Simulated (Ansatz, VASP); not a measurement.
Ba2LuIrBr6: VASP beside Ansatz

```
Lu Br Ir Ba
1.0
     0.00000    5.11782    5.11782
     5.11782    0.00000    5.11782
     5.11782    5.11782    0.00000
Lu Br Ir Ba
1 6 1 2
Direct
  0.00000 0.00000 0.00000
  0.73690 0.26310 0.26310
  0.26310 0.73690 0.26310
  0.26310 0.73690 0.73690
  0.73690 0.26310 0.73690
  0.26310 0.26310 0.73690
  0.73690 0.73690 0.26310
  0.50000 0.50000 0.50000
  0.25000 0.25000 0.25000
  0.75000 0.75000 0.75000
```

Alike in both runs: task single point; functional r2SCAN; k mesh 5 × 5 × 5; occupations gaussian, width 0.0165 eV; no spin polarisation.

|  | VASP | Ansatz |
| --- | --- | --- |
| version | VASP 6.6.1 | Ansatz 0.2.0 |
| potentials or method | VASP PAW PBE potentials, release 64 (Lu, Br, Ir, Ba_sv), cutoff 520 eV | PAW plane waves |
| valence electrons in the cell | 96 | 104 |

|  | VASP | Ansatz | Ansatz less VASP |
| --- | --- | --- | --- |
| pressure (GPa) | 10.0 | 9.5 | -0.51 |
| rms of the force components (eV/Å) | 0.918 | 0.904 | -0.0132 |

VASP's potentials were made for PBE, not for r2SCAN. Atom by atom the forces differ by 0.013 eV/Å (rms over components). With one functional, cell and mesh, what is left measures potentials, basis and numerics. VASP's potentials hold 96 valence electrons a cell and Ansatz's 104, so a difference there can come from the potentials and not from the codes.

Neither program's run includes spin-orbit coupling.
